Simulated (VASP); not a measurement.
# SnSe (Cm) in VASP: single point with LDA

Aim: the single point of SnSe with LDA.

Program: VASP 6.6.1. These are calculated values, not measurements. Logs are shortened: lines on timing, memory, paths and dates and some standing lists are left out, and cuts for length are marked.

## (1) The cell of the first run

It takes space group Cm (No. 8, monoclinic). Conventional cell: a = 7.373 Å, b = 4.257 Å, c = 4.257 Å, α = 90.00°, β = 125.26°, γ = 90.00°. Sn (site symmetry m) has 6 Se at 2.81 to 3.21 Å within 3.7 Å. Within 3.7 Å of Se (site symmetry m) lie 6 Sn at 2.81 to 3.21 Å.

## (2) Single point, LDA (atom 1 (Sn) moved by (-0.100, -0.200) A along [1 1 0] and z)

Contents of INCAR:

```
SYSTEM = SnSe
  PREC = Accurate
  ENCUT = 520
  EDIFF = 1E-6
  ISMEAR = 0
  SIGMA = 0.05
  LREAL = .FALSE.
  LASPH = .TRUE.
  NELM = 60
  ALGO = Normal
  ISIF = 2
  LWAVE = .FALSE.
  LCHARG = .FALSE.
  NBANDS = 17
```

Contents of KPOINTS:

```
regular mesh
0
G
  8 8 8
  0 0 0
```

Contents of POSCAR:

```
SnSe
1.0
    0.0000000000      3.0100000000      3.0100000000
    3.0100000000      0.0000000000      3.0100000000
    3.0100000000      3.0100000000      0.0000000000
Sn Se
1 1
Direct
   -0.0332225914     -0.0332225914      0.0097306717
    0.5000000000      0.5000000000      0.5000000000
```

Potentials or basis: VASP PAW LDA potentials, release 64 (Sn_d, Se).

Launch:

```console
cat potpaw_LDA.64/Sn_d/POTCAR potpaw_LDA.64/Se/POTCAR > POTCAR
mpirun -np 1 vasp_std > vasp.out
```

OUTCAR:

```text
SYSTEM = SnSe
   PREC = Accurate
   ENCUT = 520
   EDIFF = 1E-6
   ISMEAR = 0
   LREAL = .FALSE.
   LASPH = .TRUE.
   NELM = 60
   ISIF = 2

 ion  position               nearest neighbor table
   1  0.967  0.967  0.010-   2 2.81   2 2.95   2 2.95   2 3.09   2 3.09   2 3.21
   2  0.500  0.500  0.500-   1 2.81   1 2.95   1 2.95   1 3.09   1 3.09   1 3.21

  LATTYP: Found a face centered cubic cell.
 ALAT       =     6.0200000000

  Lattice vectors:

 A1 = (   0.0000000000,   3.0100000000,   3.0100000000)
 A2 = (   3.0100000000,   0.0000000000,   3.0100000000)
 A3 = (   3.0100000000,   3.0100000000,   0.0000000000)

Analysis of symmetry for initial positions (statically):
=====================================================================
 Subroutine PRICEL returns:
 Original cell was already a primitive cell.

 Routine SETGRP: Setting up the symmetry group for a
 face centered cubic supercell.

 Subroutine GETGRP returns: Found  2 space group operations
 (whereof  2 operations were pure point group operations)
 out of a pool of 48 trial point group operations.

The static configuration has the point symmetry C_1h.

Analysis of symmetry for dynamics (positions and initial velocities):
=====================================================================
 Subroutine PRICEL returns:
 Original cell was already a primitive cell.

 Routine SETGRP: Setting up the symmetry group for a
 face centered cubic supercell.

 Subroutine GETGRP returns: Found  2 space group operations
 (whereof  2 operations were pure point group operations)
 out of a pool of 48 trial point group operations.

The dynamic configuration has the point symmetry C_1h.

 Subroutine INISYM returns: Found  2 space group operations
 (whereof  2 operations are pure point group operations),
 and found     1 'primitive' translations

----------------------------------------------------------------------------------------

                                     Primitive cell

  volume of cell :      54.5418

  direct lattice vectors                    reciprocal lattice vectors
     0.000000000  3.010000000  3.010000000    -0.166112957  0.166112957  0.166112957
     3.010000000  0.000000000  3.010000000     0.166112957 -0.166112957  0.166112957
     3.010000000  3.010000000  0.000000000     0.166112957  0.166112957 -0.166112957

  length of vectors
     4.256782823  4.256782823  4.256782823     0.287716081  0.287716081  0.287716081

  position of ions in fractional coordinates (direct lattice)
     0.966777409  0.966777409  0.009730672
     0.500000000  0.500000000  0.500000000

  ion indices of the primitive-cell ions
   primitive index   ion index
                 1           1
                 2           2

----------------------------------------------------------------------------------------

 KPOINTS: regular mesh

Automatic generation of k-mesh.
 Grid dimensions read from file:
 generate k-points for:    8    8    8

 Generating k-lattice:

  Cartesian coordinates                     Fractional coordinates (reciprocal lattice)
    -0.020764120  0.020764120  0.020764120     0.125000000  0.000000000  0.000000000
     0.020764120 -0.020764120  0.020764120     0.000000000  0.125000000  0.000000000
     0.020764120  0.020764120 -0.020764120     0.000000000  0.000000000  0.125000000

  Length of vectors
     0.035964510  0.035964510  0.035964510

  Shift w.r.t. Gamma in fractional coordinates (k-lattice)
     0.000000000  0.000000000  0.000000000

 Subroutine IBZKPT returns following result:
 ===========================================

 Found    150 irreducible k-points:

 Following reciprocal coordinates:
            Coordinates               Weight
  0.000000  0.000000  0.000000      1.000000
  0.125000  0.000000  0.000000      4.000000
  0.000000  0.000000  0.125000      2.000000
  0.125000  0.125000  0.125000      2.000000
  0.250000  0.000000  0.000000      4.000000
  0.000000  0.000000  0.250000      2.000000
[... 16 lines left out ...]
  0.375000  0.125000  0.000000      4.000000
  0.000000  0.375000  0.125000      4.000000
 [... further k-points ...]
   k-points           NKPTS =    150   k-points in BZ     NKDIM =    150   number of bands    NBANDS=     17
   number of dos      NEDOS =    301   number of ions     NIONS =      2
   total plane-waves  NPLWV =  32768
   dimension x,y,z NGX =    32 NGY =   32 NGZ =   32
   dimension x,y,z NGXF=    64 NGYF=   64 NGZF=   64
   ions per type =               1   1
   NGX,Y,Z   is equivalent  to a cutoff of  12.50, 12.50, 12.50 a.u.
   NGXF,Y,Z  is equivalent  to a cutoff of  24.99, 24.99, 24.99 a.u.
 SYSTEM =  SnSe
   PREC   = accura    normal or accurate (medium, high low for compatibility)
   ISTART =      0    job   : 0-new  1-cont  2-samecut
   ICHARG =      2    charge: 1-file 2-atom 10-const
   ISPIN  =      1    spin polarized calculation?
   LNONCOLLINEAR =      F non collinear calculations
   LSORBIT =      F    spin-orbit coupling
   LASPH  =      T    aspherical Exc in radial PAW
   ENCUT  =  520.0 eV  38.22 Ry    6.18 a.u.   7.91  7.91  7.91*2*pi/ulx,y,z
   NELM   =     60;   NELMIN=  2; NELMDL= -5     # of ELM steps
   EDIFF  = 0.1E-05   stopping-criterion for ELM
   LREAL  =      F    real-space projection
   EDIFFG = 0.1E-04   stopping-criterion for IOM
   NSW    =      0    number of steps for IOM
   IBRION =     -1    ionic relax: 0-MD 1-quasi-New 2-CG
   NFREE  =      0    steps in history (QN), initial steepest desc. (CG)
   ISIF   =      2    stress and relaxation
   ISYM   =      2    0-nonsym 1-usesym 2-fastsym
   POTIM  = 0.5000    time-step for ionic-motion
   TEBEG  =    0.0;   TEEND  =   0.0 temperature during run
   PSTRESS=    0.0 pullay stress
   NELECT =      20.0000    total number of electrons
   NUPDOWN=      -1.0000    fix difference up-down
   EMIN   =  10.00;   EMAX   =-10.00  energy-range for DOS
   EFERMI =   0.00;   METHOD = LEGACY
   ISMEAR =     0;   SIGMA  =   0.05  broadening in eV -4-tet -1-fermi 0-gaus
   EFERMI_NEDOS =   21; number of points for ismear=-14 and -15
   IALGO  =     38    algorithm
   IMIX   =      4    mixing-type and parameters
     AMIX     =   0.40;   BMIX     =  1.00
     AMIX_MAG =   1.60;   BMIX_MAG =  1.00
  volume/ion in A,a.u.               =      27.27       184.03
  Fermi-wavevector in a.u.,A,eV,Ry     =   1.171768  2.214321 18.681350  1.373040
  Thomas-Fermi vector in A             =   2.308207
   LORBIT       =      0    0 simple, 1 ext, 2 COOP (PROOUT), +10 PAW based schemes
   GGA     = CA    functional components
   LHFCALC =     F    Hartree Fock is set to
   AEXX    =    0.0000 exact exchange contribution
   IVDW    =     0    specifies the selected vdW correction
   LEPSILON=     F    determine dielectric tensor
   LRPA    =     F    only Hartree local field effects (RPA)
 non-spin polarized calculation
 Gauss-broadening in eV      SIGMA  =   0.05
  energy-cutoff  :      520.00
  volume of cell :       54.54
 maximum number of plane-waves:      1480
   NGX = 15   NGY = 15   NGZ = 15

 number of electron      20.0000000 magnetization

 Free energy of the ion-electron system (eV)
  ---------------------------------------------------
  ext. energy  EPLUGINS =         0.00000000
  ---------------------------------------------------
  free energy    TOTEN  =        -9.47248307 eV

  energy without entropy =       -9.47248307  energy(sigma->0) =       -9.47248307

 E-fermi :   5.5726     XC(G=0):  -9.8731

 val. band max:        5.3699260740   @ k =   0.0000   0.0000   0.5000
 cond. band min:       5.9423870034   @ k =   0.0000   0.0000   0.5000
 fundamental gap:      0.5724609294
 Fermi energy:         5.5726295585

 k-point     1 :       0.0000    0.0000    0.0000
  band No.  band energies     occupation
      1     -16.0409      2.00000
      2     -16.0385      2.00000
      3     -16.0373      2.00000
      4     -16.0323      2.00000
      5     -16.0321      2.00000
      6      -8.5044      2.00000
[... 9 lines left out ...]
     16      11.6807      0.00000
     17      13.5039      0.00000

 k-point     2 :       0.1250    0.0000    0.0000
  band No.  band energies     occupation
      1     -16.0417      2.00000
      2     -16.0385      2.00000
      3     -16.0371      2.00000
      4     -16.0314      2.00000
      5     -16.0306      2.00000
      6      -8.3948      2.00000
[... 9 lines left out ...]
     16      11.8286      0.00000
     17      14.5783      0.00000

 k-point     3 :       0.0000    0.0000    0.1250
  band No.  band energies     occupation
      1     -16.0414      2.00000
      2     -16.0392      2.00000
      3     -16.0364      2.00000
      4     -16.0313      2.00000
      5     -16.0309      2.00000
      6      -8.3937      2.00000
[... 9 lines left out ...]
     16      11.7984      0.00000
     17      14.5676      0.00000

 k-point     4 :       0.1250    0.1250    0.1250
  band No.  band energies     occupation
      1     -16.0417      2.00000
      2     -16.0391      2.00000
      3     -16.0366      2.00000
      4     -16.0311      2.00000
      5     -16.0306      2.00000
      6      -8.3970      2.00000
[... 9 lines left out ...]
     16      11.7773      0.00000
     17      14.6419      0.00000
[... 343 lines left out ...]
      1     -16.0443      2.00000
      2     -16.0404      2.00000
      3     -16.0389      2.00000
      4     -16.0266      2.00000
      5     -16.0255      2.00000
      6      -8.1276      2.00000
[... 9 lines left out ...]
     16      13.3649      0.00000
     17      15.1123      0.00000

 k-point    23 :       0.3750    0.1250    0.0000
  band No.  band energies     occupation
      1     -16.0477      2.00000
      2     -16.0427      2.00000
      3     -16.0365      2.00000
      4     -16.0241      2.00000
      5     -16.0210      2.00000
      6      -7.7796      2.00000
[... 9 lines left out ...]
     16      14.6567      0.00000
     17      16.7118      0.00000

 k-point    24 :       0.0000    0.3750    0.1250
  band No.  band energies     occupation
      1     -16.0496      2.00000
      2     -16.0411      2.00000
      3     -16.0321      2.00000
      4     -16.0274      2.00000
      5     -16.0217      2.00000
      6      -7.7856      2.00000
[... 9 lines left out ...]
     16      14.6588      0.00000
     17      16.7412      0.00000

 [... further k-points ...]
[... 5 lines left out ...]
  --------------------------------------------------------------------------------------
  -------------------------------------------------------------------------------------
  Total       -0.9688268     -0.9688268     -0.6324080      0.0232356      0.0645530      0.0645530
  in kB      -28.4594993    -28.4594993    -18.5771234      0.6825508      1.8962593      1.8962594
  external PRESSURE =     -25.1653740 kB  Pullay stress =       0.0000000 kB

 VOLUME and BASIS-vectors are now :
 -----------------------------------------------------------------------------
  energy-cutoff  :      520.00
  volume of cell :       54.54
      direct lattice vectors                 reciprocal lattice vectors
     0.000000000  3.010000000  3.010000000    -0.166112957  0.166112957  0.166112957
     3.010000000  0.000000000  3.010000000     0.166112957 -0.166112957  0.166112957
     3.010000000  3.010000000  0.000000000     0.166112957  0.166112957 -0.166112957

 POSITION                                       TOTAL-FORCE (eV/Angst)
 -----------------------------------------------------------------------------------
      2.93929      2.93929      5.82000         0.019725      0.019725      0.085835
      3.01000      3.01000      3.01000        -0.019725     -0.019725     -0.085835
 -----------------------------------------------------------------------------------
    total drift:                               -0.000021     -0.000021      0.000237

  FREE ENERGIE OF THE ION-ELECTRON SYSTEM (eV)
  ---------------------------------------------------
  free  energy   TOTEN  =        -9.4724830729 eV

  energy  without entropy=       -9.4724830729  energy(sigma->0) =       -9.47248307
```

It took 2.1 min on 1 thread of AMD EPYC 7R13, shared host; peak memory 0.23 GiB.

Results:

```
Free energy            : -9.4725 eV
Pressure               : -2.5 GPa
Largest force          : 0.090 eV/Å
Band gap on the k mesh : 0.57 eV, direct
```

Forces on the atoms (eV/Å):
```
Sn   0.020  0.020  0.086
Se  -0.020 -0.020 -0.086
```

Stress tensor (GPa, compression positive):
```
-2.85  0.07  0.19
 0.07 -2.85  0.19
 0.19  0.19 -1.86
```

Caveat: the cell differs from its parent crystal (atom 1 (Sn) moved by (-0.100, -0.200) A along [1 1 0] and z); spin-orbit coupling is left out, which moves the levels of the heavy elements. A k mesh can miss the band edges.
